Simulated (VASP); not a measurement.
# Cu in VASP: settings compared

The runs below take Cu through relaxation of the atoms, single point, with LDA, HSE06.

All numbers are computed with VASP 6.6.1; they aren't measurements. Logs are shortened: lines on timing, memory, paths and dates and some standing lists are left out, and cuts for length are marked.

### 1 The cell of the first run

The typed cell holds 1 atom: a = 2.433 Å, b = 2.458 Å, c = 2.468 Å, α = 113.47°, β = 106.91°, γ = 107.06°.

### 2 Relaxation of the atoms, LDA (the cell strained at random)

File INCAR:

```
  ALGO = Fast
  EDIFF = 1E-7
  EDIFFG = -0.005
  ENCUT = 520
  IBRION = 2
  ISIF = 2
  ISMEAR = 1
  LASPH = True
  LCHARG = False
  LREAL = False
  LWAVE = False
  NELM = 60
  NSW = 80
  PREC = Accurate
  SIGMA = 0.2
```

File KPOINTS:

```
k-points
0
Gamma
  13 13 13
```

File POSCAR:

```
Cu
1.0
    2.4330683800      0.0000000000      0.0000000000
   -0.7211476517      2.3497415139      0.0000000000
   -0.7179116391     -1.2485755556      2.0041861375
Cu
1
Direct
    0.0000000000      0.5000000000      0.5000000000
```

Potentials or basis: VASP PAW LDA potentials, release 64 (Cu).

The run is started by

```bash
$ cat potpaw_LDA.64/Cu/POTCAR > POTCAR
$ mpirun -np 1 vasp_std > vasp.out
```

OUTCAR:

```text
EDIFF = 1E-7
   EDIFFG = -0.005
   ENCUT = 520
   IBRION = 2
   ISIF = 2
   ISMEAR = 1
   LASPH = True
   LREAL = False
   NELM = 60
   NSW = 80
   PREC = Accurate

 ion  position               nearest neighbor table
   1  0.000  0.500  0.500-

  LATTYP: Found a triclinic cell.
 ALAT       =     2.4579135700
 B/A-ratio  =     1.6757373541
 C/A-ratio  =     0.9898917560
 COS(alpha) =     0.0007856654
 COS(beta)  =     0.2933982954
 COS(gamma) =     0.8354110278

  Lattice vectors:

 A1 = (  -0.7211476517,   2.3497415139,   0.0000000000)
 A2 = (  -0.0032360126,   3.5983170695,  -2.0041861375)
 A3 = (  -2.4330683800,   0.0000000000,   0.0000000000)

Analysis of symmetry for initial positions (statically):
=====================================================================
 Subroutine PRICEL returns:
 Original cell was already a primitive cell.

 Routine SETGRP: Setting up the symmetry group for a
 triclinic supercell.

 Subroutine GETGRP returns: Found  2 space group operations
 (whereof  2 operations were pure point group operations)
 out of a pool of  2 trial point group operations.

The static configuration has the point symmetry S_2 .

Analysis of symmetry for dynamics (positions and initial velocities):
=====================================================================
 Subroutine PRICEL returns:
 Original cell was already a primitive cell.

 Routine SETGRP: Setting up the symmetry group for a
 triclinic supercell.

 Subroutine GETGRP returns: Found  2 space group operations
 (whereof  2 operations were pure point group operations)
 out of a pool of  2 trial point group operations.

The dynamic configuration has the point symmetry S_2 .

 Subroutine INISYM returns: Found  2 space group operations
 (whereof  2 operations are pure point group operations),
 and found     1 'primitive' translations

----------------------------------------------------------------------------------------

                                     Primitive cell

  volume of cell :      11.4581

  direct lattice vectors                    reciprocal lattice vectors
     2.433068380  0.000000000  0.000000000     0.411003656  0.126139118  0.225806635
    -0.721147652  2.349741514  0.000000000     0.000000000  0.425578726  0.265128665
    -0.717911639 -1.248575556  2.004186138     0.000000000  0.000000000  0.498955652

[... 86 lines left out ...]
   NFREE  =      1    steps in history (QN), initial steepest desc. (CG)
   ISIF   =      2    stress and relaxation
   ISYM   =      2    0-nonsym 1-usesym 2-fastsym
   POTIM  = 0.5000    time-step for ionic-motion
   TEBEG  =    0.0;   TEEND  =   0.0 temperature during run
   PSTRESS=    0.0 pullay stress
   NELECT =      11.0000    total number of electrons
   NUPDOWN=      -1.0000    fix difference up-down
   EMIN   =  10.00;   EMAX   =-10.00  energy-range for DOS
   EFERMI =   0.00;   METHOD = LEGACY
   ISMEAR =     1;   SIGMA  =   0.20  broadening in eV -4-tet -1-fermi 0-gaus
   EFERMI_NEDOS =   21; number of points for ismear=-14 and -15
   IALGO  =     68    algorithm
   IMIX   =      4    mixing-type and parameters
     AMIX     =   0.40;   BMIX     =  1.00
     AMIX_MAG =   1.60;   BMIX_MAG =  1.00
  volume/ion in A,a.u.               =      11.46        77.32
  Fermi-wavevector in a.u.,A,eV,Ry     =   1.614984  3.051877 35.486355  2.608174
  Thomas-Fermi vector in A             =   2.709805
   LORBIT       =      0    0 simple, 1 ext, 2 COOP (PROOUT), +10 PAW based schemes
   GGA     = CA    functional components
   LHFCALC =     F    Hartree Fock is set to
   AEXX    =    0.0000 exact exchange contribution
   IVDW    =     0    specifies the selected vdW correction
   LEPSILON=     F    determine dielectric tensor
   LRPA    =     F    only Hartree local field effects (RPA)
 conjugate gradient relaxation of ions
 non-spin polarized calculation
 RMM-DIIS sequential band-by-band and
 Methfessel and Paxton  Order N= 1 SIGMA  =   0.20
  energy-cutoff  :      520.00
  volume of cell :       11.46
 maximum number of plane-waves:       322
 NGX is ok and might be reduce to    18
   NGX =  9   NGY =  9   NGZ =  9

 number of electron      11.0000008 magnetization

 Free energy of the ion-electron system (eV)
  ---------------------------------------------------
  ext. energy  EPLUGINS =         0.00000000
  ---------------------------------------------------
  free energy    TOTEN  =        -4.65975993 eV

  energy without entropy =       -4.65916544  energy(sigma->0) =       -4.65956177

 E-fermi :   7.6447     XC(G=0): -13.2795

 val. band max:        7.6426399990   @ k =   0.4615  -0.2308   0.0769
 cond. band min:       7.6476939364   @ k =  -0.2308  -0.3846   0.3077
 fundamental gap:      0.0050539373
 Fermi energy:         7.6446885854

 k-point     1 :       0.0000    0.0000    0.0000
  band No.  band energies     occupation
      1      -1.8507      2.00000
      2       4.2643      2.00000
      3       4.6034      2.00000
      4       4.6349      2.00000
      5       5.3709      2.00000
      6       5.7120      2.00000
      7      32.2036      0.00000
      8      32.2631      0.00000
      9      34.3867      0.00000
[... 265 lines left out ...]
 k-point    24 :       0.2308    0.1538    0.0000
  band No.  band energies     occupation
      1       1.7481      2.00000
      2       4.0490      2.00000
      3       4.1959      2.00000
      4       5.2460      2.00000
      5       5.6548      2.00000
      6       6.2353      2.00000
      7      18.4767      0.00000
      8      22.6407      0.00000
      9      27.2652      0.00000

 [... further k-points ...]

------------------------ aborting loop because EDIFF is reached ----------------------------------------

  FORCE on cell =-STRESS in cart. coord.  units (eV):
  Direction    XX          YY          ZZ          XY          YZ          ZX
  --------------------------------------------------------------------------------------
  -------------------------------------------------------------------------------------
  Total       -0.2968817     -0.5124293     -0.6318488     -0.0653917     -0.0556995     -0.0587966
  in kB      -41.5127493    -71.6526207    -88.3509676     -9.1436707     -7.7884140     -8.2214901
  external PRESSURE =     -67.1721126 kB  Pullay stress =       0.0000000 kB

 VOLUME and BASIS-vectors are now :
 -----------------------------------------------------------------------------
  energy-cutoff  :      520.00
  volume of cell :       11.46
      direct lattice vectors                 reciprocal lattice vectors
     2.433068380  0.000000000  0.000000000     0.411003656  0.126139118  0.225806635
    -0.721147652  2.349741514  0.000000000     0.000000000  0.425578726  0.265128665
    -0.717911639 -1.248575556  2.004186138     0.000000000  0.000000000  0.498955652

 POSITION                                       TOTAL-FORCE (eV/Angst)
 -----------------------------------------------------------------------------------
     -0.71953      0.55058      1.00209         0.000000      0.000000      0.000000
 -----------------------------------------------------------------------------------
    total drift:                               -0.000000      0.000000      0.000000

  FREE ENERGIE OF THE ION-ELECTRON SYSTEM (eV)
  ---------------------------------------------------
  free  energy   TOTEN  =        -4.6597599325 eV

  energy  without entropy=       -4.6591654391  energy(sigma->0) =       -4.65956177

 reached required accuracy - stopping structural energy minimisation
```

OSZICAR:

```text
N       E                     dE             d eps       ncg     rms          rms(c)
DAV:   1     0.328021675660E+02    0.32802E+02   -0.55639E+03 20071   0.208E+03
DAV:   2    -0.526983266640E+01   -0.38072E+02   -0.36196E+02 19941   0.192E+02
DAV:   3    -0.564118265560E+01   -0.37135E+00   -0.37011E+00 22295   0.277E+01
DAV:   4    -0.564400956470E+01   -0.28269E-02   -0.28266E-02 23123   0.219E+00
DAV:   5    -0.564404485010E+01   -0.35285E-04   -0.35285E-04 21991   0.200E-01    0.789E+00
RMM:   6    -0.501222683996E+01    0.63182E+00   -0.57768E+00 19857   0.614E+01    0.440E+00
RMM:   7    -0.467282627001E+01    0.33940E+00   -0.10879E+00 19845   0.280E+01    0.106E+00
RMM:   8    -0.466119750057E+01    0.11629E-01   -0.46469E-02 19799   0.271E+00    0.300E-01
RMM:   9    -0.465959558899E+01    0.16019E-02   -0.98066E-03 20016   0.266E+00    0.385E-02
RMM:  10    -0.465977201588E+01   -0.17643E-03   -0.18396E-03 21772   0.623E-01    0.266E-02
RMM:  11    -0.465976925078E+01    0.27651E-05   -0.15633E-04 20887   0.228E-01    0.295E-02
RMM:  12    -0.465975808366E+01    0.11167E-04   -0.54719E-05 20422   0.140E-01    0.470E-03
RMM:  13    -0.465976013534E+01   -0.20517E-05   -0.17850E-05 21637   0.527E-02    0.563E-03
RMM:  14    -0.465976029917E+01   -0.16384E-06   -0.16787E-06 18979   0.195E-02    0.522E-03
RMM:  15    -0.465975990883E+01    0.39035E-06   -0.11596E-06 19554   0.254E-02    0.581E-04
RMM:  16    -0.465975993254E+01   -0.23709E-07   -0.24374E-07 14594   0.604E-03
   1 F= -.46597599E+01 E0= -.46595618E+01  d E =-.465976E+01
```

Run time: 56 s. Hardware: 1 thread of AMD EPYC 9R45 (Zen 5), shared host; peak memory 0.19 GiB.

Results:

| Property | Result |
| --- | --- |
| Free energy | -4.6598 eV |
| Pressure after relaxing | -6.7 GPa |
| Band gap on the k mesh | zero (an odd number of electrons rules out a gap without spin polarisation) |

Final structure:
```
CELL_PARAMETERS angstrom
2.43307 0.00000 0.00000
-0.72115 2.34974 0.00000
-0.71791 -1.24858 2.00419
ATOMIC_POSITIONS crystal
Cu 0.00000 0.50000 0.50000
```

Caveat: the cell differs from its parent crystal (the cell strained at random).

[end of part 1 of 2]

The gap in the log of VASP goes by the Fermi energy; the results here count the filled bands.